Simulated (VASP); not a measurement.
# Sb (R-3m) in VASP: further runs

Runs on Sb. Level: LDA. Tasks: electric field gradients.

Everything below comes from runs of VASP 6.6.1. Logs are shortened: lines on timing, memory, paths and dates and some standing lists are left out, and cuts for length are marked.

**1. The cell of the first run**

The structure is trigonal, space group R-3m (No. 166). Conventional cell: a = 4.258 Å, b = 4.258 Å, c = 11.232 Å, α = 90.00°, β = 90.00°, γ = 120.00°. Within 3.8 Å of Sb (site symmetry 3m) lie 6 Sb at 2.88 to 3.33 Å.

**2. Electric field gradients, LDA (equal xx and yy strain of -1 %)**

INCAR

```
SYSTEM = Sb
  PREC = Accurate
  ENCUT = 520
  EDIFF = 1E-8
  ISMEAR = -1
  SIGMA = 0.03
  LREAL = .FALSE.
  LASPH = .TRUE.
  NELM = 80
  ALGO = Normal
  ISIF = 2
  LWAVE = .FALSE.
  LCHARG = .FALSE.
  LEFG = .TRUE.
  NBANDS = 12
```

KPOINTS

```
regular mesh
0
G
  12 12 12
  0 0 0
```

POSCAR

```
Sb
1.0
    2.1290943287      1.2292331838      3.7440000000
   -2.1290943287      1.2292331838      3.7440000000
    0.0000000000     -2.4584663675      3.7440000000
Sb
2
Direct
    0.2336400000      0.2336400000      0.2336400000
    0.7663600000      0.7663600000      0.7663600000
```

Potentials or basis: VASP PAW LDA potentials, release 64 (Sb).

On the command line:

```bash
> cat potpaw_LDA.64/Sb/POTCAR > POTCAR
> mpirun -np 1 vasp_std > vasp.out
```

OUTCAR:

```text
SYSTEM = Sb
   PREC = Accurate
   ENCUT = 520
   EDIFF = 1E-8
   ISMEAR = -1
   LREAL = .FALSE.
   LASPH = .TRUE.
   NELM = 80
   ISIF = 2

 ion  position               nearest neighbor table
   1  0.234  0.234  0.234-   2 2.88   2 2.88   2 2.88   2 3.33   2 3.33   2 3.33
   2  0.766  0.766  0.766-   1 2.88   1 2.88   1 2.88   1 3.33   1 3.33   1 3.33

  LATTYP: Found a trigonal (rhomboedric) cell.
 ALAT       =     4.4790169547
 COS(alpha) =     0.5480874637

  Lattice vectors:

 A1 = (   2.1290943287,   1.2292331838,   3.7440000000)
 A2 = (  -2.1290943287,   1.2292331838,   3.7440000000)
 A3 = (   0.0000000000,  -2.4584663675,   3.7440000000)

Analysis of symmetry for initial positions (statically):
=====================================================================
 Subroutine PRICEL returns:
 Original cell was already a primitive cell.

 Routine SETGRP: Setting up the symmetry group for a
 trigonal (rhombohedral) supercell.

 Subroutine GETGRP returns: Found 12 space group operations
 (whereof 12 operations were pure point group operations)
 out of a pool of 12 trial point group operations.

The static configuration has the point symmetry D_3d.

Analysis of symmetry for dynamics (positions and initial velocities):
=====================================================================
 Subroutine PRICEL returns:
 Original cell was already a primitive cell.

 Routine SETGRP: Setting up the symmetry group for a
 trigonal (rhombohedral) supercell.

 Subroutine GETGRP returns: Found 12 space group operations
 (whereof 12 operations were pure point group operations)
 out of a pool of 12 trial point group operations.

The dynamic configuration has the point symmetry D_3d.

 Subroutine INISYM returns: Found 12 space group operations
 (whereof 12 operations are pure point group operations),
 and found     1 'primitive' translations

----------------------------------------------------------------------------------------

                                     Primitive cell

  volume of cell :      58.7917

  direct lattice vectors                    reciprocal lattice vectors
     2.129094329  1.229233184  3.744000000     0.234841638  0.135585883  0.089031339
[... 137 lines left out ...]
 cond. band min:       7.5500254786   @ k =   0.4167   0.0833   0.0833
 fundamental gap:      0.1385916226
 Fermi energy:         7.5188045443

 k-point     1 :       0.0000    0.0000    0.0000
  band No.  band energies     occupation
      1      -5.4668      2.00000
      2       2.7344      2.00000
      3       5.3057      2.00000
      4       5.6825      2.00000
      5       5.6825      2.00000
      6       9.5572      0.00000
      7      10.2016      0.00000
      8      10.2016      0.00000
      9      12.5847      0.00000
     10      12.5847      0.00000
     11      12.7162      0.00000
     12      13.9845      0.00000
[... 331 lines left out ...]
 k-point    24 :      -0.4167    0.1667    0.0000
  band No.  band energies     occupation
      1      -2.8667      2.00000
      2      -2.1082      2.00000
      3       3.6563      2.00000
      4       5.1323      2.00000
      5       5.7361      2.00000
      6       8.3856      0.00000
      7       8.7790      0.00000
      8      10.6246      0.00000
      9      13.9629      0.00000
     10      14.5774      0.00000
     11      15.1726      0.00000
     12      17.3253      0.00000

 [... further k-points ...]

------------------------ aborting loop because EDIFF is reached ----------------------------------------

  FORCE on cell =-STRESS in cart. coord.  units (eV):
  Direction    XX          YY          ZZ          XY          YZ          ZX
  --------------------------------------------------------------------------------------
  -------------------------------------------------------------------------------------
  Total        0.4269181      0.4269181     -0.0139869      0.0000000     -0.0000000      0.0000000
  in kB       11.6342634     11.6342634     -0.3811679      0.0000000     -0.0000000      0.0000000
  external PRESSURE =       7.6291197 kB  Pullay stress =       0.0000000 kB

 VOLUME and BASIS-vectors are now :
 -----------------------------------------------------------------------------
  energy-cutoff  :      520.00
  volume of cell :       58.79
      direct lattice vectors                 reciprocal lattice vectors
     2.129094329  1.229233184  3.744000000     0.234841638  0.135585883  0.089031339
    -2.129094329  1.229233184  3.744000000    -0.234841638  0.135585883  0.089031339
     0.000000000 -2.458466367  3.744000000     0.000000000 -0.271171766  0.089031339

 POSITION                                       TOTAL-FORCE (eV/Angst)
 -----------------------------------------------------------------------------------
      0.00000      0.00000      2.62424         0.000000      0.000000      0.232862
      0.00000      0.00000      8.60776         0.000000     -0.000000     -0.232862
 -----------------------------------------------------------------------------------
    total drift:                                0.000000     -0.000000      0.000000

  FREE ENERGIE OF THE ION-ELECTRON SYSTEM (eV)
  ---------------------------------------------------
  free  energy   TOTEN  =        -9.6175115650 eV

  energy  without entropy=       -9.6171161306  energy(sigma->0) =       -9.61731385

 Electric field gradients (V/A^2)
---------------------------------------------------------------------
 ion       V_xx      V_yy      V_zz      V_xy      V_xz      V_yz
---------------------------------------------------------------------
   1      19.881    19.881   -39.762     0.000    -0.000    -0.000
   2      19.881    19.881   -39.762     0.000    -0.000    -0.000
---------------------------------------------------------------------

 Electric field gradients after diagonalization (V/A^2)
 (convention: |V_zz| > |V_xx| > |V_yy|)
----------------------------------------------------------------------
 ion       V_xx      V_yy      V_zz     asymmetry (V_yy - V_xx)/ V_zz
----------------------------------------------------------------------
   1      19.881    19.881   -39.762       0.000
   2      19.881    19.881   -39.762       0.000
----------------------------------------------------------------------

           NMR quadrupolar parameters

 Cq : quadrupolar parameter    Cq=e*Q*V_zz/h
 eta: asymmetry parameters     (V_yy - V_xx)/ V_zz
 Q  : nuclear electric quadrupole moment in mb (millibarn)
----------------------------------------------------------------------
 ion       Cq(MHz)       eta       Q (mb)
----------------------------------------------------------------------
   1      -0.096       0.000       1.000
   2      -0.096       0.000       1.000
----------------------------------------------------------------------
```

OSZICAR:

```text
N       E                     dE             d eps       ncg     rms          rms(c)
DAV:   1     0.362136820955E+02    0.36214E+02   -0.35361E+03  4536   0.656E+02
DAV:   2    -0.755587230545E+01   -0.43770E+02   -0.42420E+02  6200   0.111E+02
DAV:   3    -0.962818910935E+01   -0.20723E+01   -0.20555E+01  5516   0.266E+01
DAV:   4    -0.964653592378E+01   -0.18347E-01   -0.18345E-01  5272   0.306E+00
DAV:   5    -0.964676711985E+01   -0.23120E-03   -0.23119E-03  5524   0.373E-01    0.329E+00
DAV:   6    -0.962782038479E+01    0.18947E-01   -0.46315E-03  5240   0.336E-01    0.197E+00
DAV:   7    -0.961750343754E+01    0.10317E-01   -0.97269E-03  5080   0.482E-01    0.545E-02
DAV:   8    -0.961750741402E+01   -0.39765E-05   -0.31180E-04  5296   0.115E-01    0.193E-02
DAV:   9    -0.961751177401E+01   -0.43600E-05   -0.19534E-05  5544   0.252E-02    0.788E-03
DAV:  10    -0.961751151208E+01    0.26193E-06   -0.16586E-06  5296   0.685E-03    0.124E-03
DAV:  11    -0.961751156632E+01   -0.54235E-07   -0.15793E-07  5428   0.239E-03    0.435E-04
DAV:  12    -0.961751156503E+01    0.12827E-08   -0.13812E-08  3716   0.591E-04
   1 F= -.96175116E+01 E0= -.96173138E+01  d E =-.395434E-03
```

stdout:

```text
POSCAR found type information on POSCAR Sb
 POSCAR found :  1 types and       2 ions
 scaLAPACK will be used
 LDA part: xc-table for (Slater(with rela. corr.)+CA(PZ))
 , standard interpolation
 POSCAR, INCAR and KPOINTS ok, starting setup
 FFT: planning ... GRIDC
 FFT: planning ... GRID_SOFT
 FFT: planning ... GRID
 WAVECAR not read
 entering main loop
ion   1

ion   2
```

Wall time 1.7 min (1 thread of AMD EPYC 7R13 (Zen 3), shared host); peak memory 0.22 GiB.

What came out:

```
Free energy                             : -9.6175 eV
Pressure                                : 0.8 GPa
Largest force                           : 0.233 eV/Å
Band gap on the k mesh                  : zero (bands 5 and 6 overlap by 0.33 eV)
Largest electric field gradient by atom : Sb -39.8 V/Å²
```

Forces on the atoms (eV/Å):
```
Sb   0.000  0.000  0.233
Sb   0.000  0.000 -0.233
```

Stress tensor (GPa, compression positive):
```
 1.16  0.00  0.00
 0.00  1.16  0.00
 0.00  0.00 -0.04
```

Electric field gradients, principal values (V/Å²):
```tsv
atom	least	middle	greatest (by size)
1 Sb	19.881	19.881	-39.762
2 Sb	19.881	19.881	-39.762
```

Caveat: the cell differs from its parent crystal (equal xx and yy strain of -1 %); without QUAD_EFG the Cq values of the log hold for a quadrupole moment of 1 mb, not for the nuclei; spin-orbit coupling is left out, which moves the levels of the heavy elements.

**3. Electric field gradients, LDA (equal xx and yy strain of +1 %)**

INCAR

```
ALGO = Normal
EDIFF = 1E-8
ENCUT = 520
ISIF = 2
ISMEAR = -1
LASPH = T
LCHARG = F
LEFG = T
LREAL = F
LWAVE = F
NBANDS = 12
NELM = 100
PREC = Accurate
SIGMA = 0.03
```

KPOINTS

```
k-points
0
Gamma
  12 12 12
```

POSCAR

```
Sb
1.0
    2.1721063353      1.2540661774      3.7440000000
   -2.1721063353      1.2540661774      3.7440000000
    0.0000000000     -2.5081323547      3.7440000000
Sb
2
Direct
    0.2336400000      0.2336400000      0.2336400000
    0.7663600000      0.7663600000      0.7663600000
```

Potentials or basis: VASP PAW LDA potentials, release 64 (Sb).

On the command line:

```bash
> cat potpaw_LDA.64/Sb/POTCAR > POTCAR
> mpirun -np 1 vasp_std > vasp.out
```

OUTCAR:

```text
EDIFF = 1E-8
   ENCUT = 520
   ISIF = 2
   ISMEAR = -1
   LASPH = T
   LREAL = F
   NELM = 100
   PREC = Accurate

 ion  position               nearest neighbor table
   1  0.234  0.234  0.234-   2 2.92   2 2.92   2 2.92   2 3.36   2 3.36   2 3.36
   2  0.766  0.766  0.766-   1 2.92   1 2.92   1 2.92   1 3.36   1 3.36   1 3.36

  LATTYP: Found a trigonal (rhomboedric) cell.
 ALAT       =     4.5064691177
 COS(alpha) =     0.5353570396

  Lattice vectors:

 A1 = (   2.1721063353,   1.2540661774,   3.7440000000)
 A2 = (  -2.1721063353,   1.2540661774,   3.7440000000)
 A3 = (   0.0000000000,  -2.5081323547,   3.7440000000)

Analysis of symmetry for initial positions (statically):
=====================================================================
 Subroutine PRICEL returns:
 Original cell was already a primitive cell.

 Routine SETGRP: Setting up the symmetry group for a
 trigonal (rhombohedral) supercell.

 Subroutine GETGRP returns: Found 12 space group operations
 (whereof 12 operations were pure point group operations)
 out of a pool of 12 trial point group operations.

The static configuration has the point symmetry D_3d.

Analysis of symmetry for dynamics (positions and initial velocities):
=====================================================================
 Subroutine PRICEL returns:
 Original cell was already a primitive cell.

 Routine SETGRP: Setting up the symmetry group for a
 trigonal (rhombohedral) supercell.

 Subroutine GETGRP returns: Found 12 space group operations
 (whereof 12 operations were pure point group operations)
 out of a pool of 12 trial point group operations.

[... 503 lines left out ...]
      2      -2.4803      2.00000
      3       3.3078      2.00000
      4       4.8080      2.00000
      5       5.3034      2.00000
      6       7.9331      0.00000
      7       8.2200      0.00000
      8       9.9967      0.00000
      9      13.4505      0.00000
     10      13.9305      0.00000
     11      14.5387      0.00000
     12      16.9458      0.00000

 [... further k-points ...]

------------------------ aborting loop because EDIFF is reached ----------------------------------------

  FORCE on cell =-STRESS in cart. coord.  units (eV):
  Direction    XX          YY          ZZ          XY          YZ          ZX
  --------------------------------------------------------------------------------------
  -------------------------------------------------------------------------------------
  Total       -0.6921773     -0.6921773     -0.6271594      0.0000000     -0.0000000      0.0000000
  in kB      -18.1233856    -18.1233856    -16.4210103      0.0000000     -0.0000000      0.0000000
  external PRESSURE =     -17.5559271 kB  Pullay stress =       0.0000000 kB

 VOLUME and BASIS-vectors are now :
 -----------------------------------------------------------------------------
  energy-cutoff  :      520.00
  volume of cell :       61.19
      direct lattice vectors                 reciprocal lattice vectors
     2.172106335  1.254066177  3.744000000     0.230191309  0.132901014  0.089031339
    -2.172106335  1.254066177  3.744000000    -0.230191309  0.132901014  0.089031339
     0.000000000 -2.508132355  3.744000000     0.000000000 -0.265802028  0.089031339

 POSITION                                       TOTAL-FORCE (eV/Angst)
 -----------------------------------------------------------------------------------
      0.00000      0.00000      2.62424         0.000000      0.000000      0.055903
      0.00000      0.00000      8.60776         0.000000     -0.000000     -0.055903
 -----------------------------------------------------------------------------------
    total drift:                                0.000000     -0.000000      0.000000

  FREE ENERGIE OF THE ION-ELECTRON SYSTEM (eV)
  ---------------------------------------------------
  free  energy   TOTEN  =        -9.6119624426 eV

  energy  without entropy=       -9.6116398216  energy(sigma->0) =       -9.61180113

 Electric field gradients (V/A^2)
---------------------------------------------------------------------
 ion       V_xx      V_yy      V_zz      V_xy      V_xz      V_yz
---------------------------------------------------------------------
   1      23.111    23.111   -46.221     0.000    -0.000    -0.000
   2      23.111    23.111   -46.221     0.000    -0.000    -0.000
---------------------------------------------------------------------

 Electric field gradients after diagonalization (V/A^2)
 (convention: |V_zz| > |V_xx| > |V_yy|)
----------------------------------------------------------------------
 ion       V_xx      V_yy      V_zz     asymmetry (V_yy - V_xx)/ V_zz
----------------------------------------------------------------------
   1      23.111    23.111   -46.221       0.000
   2      23.111    23.111   -46.221       0.000
----------------------------------------------------------------------

           NMR quadrupolar parameters

 Cq : quadrupolar parameter    Cq=e*Q*V_zz/h
 eta: asymmetry parameters     (V_yy - V_xx)/ V_zz
 Q  : nuclear electric quadrupole moment in mb (millibarn)
----------------------------------------------------------------------
 ion       Cq(MHz)       eta       Q (mb)
----------------------------------------------------------------------
   1      -0.112       0.000       1.000
   2      -0.112       0.000       1.000
----------------------------------------------------------------------
```

Run time: 1.8 min. Hardware: 1 thread of AMD EPYC 7R13 (Zen 3), shared host; peak memory 0.22 GiB.

What came out:

- Free energy: -9.6120 eV
- Pressure: -1.8 GPa
- Largest force: 0.056 eV/Å
- Band gap on the k mesh: zero (bands 5 and 6 overlap by 0.23 eV)
- Largest electric field gradient by atom: Sb -46.2 V/Å²

Forces in eV/Å, atoms in the order of the input:
```
Sb   0.000  0.000  0.056
Sb   0.000  0.000 -0.056
```

Electric field gradients, principal values (V/Å²):
```tsv
atom	least	middle	greatest (by size)
1 Sb	23.111	23.111	-46.221
2 Sb	23.111	23.111	-46.221
```

Caveat: the cell differs from its parent crystal (equal xx and yy strain of +1 %); without QUAD_EFG the Cq values of the log hold for a quadrupole moment of 1 mb, not for the nuclei; spin-orbit coupling is left out, which moves the levels of the heavy elements.

The gap in the log of VASP goes by the Fermi energy; the results here count the filled bands.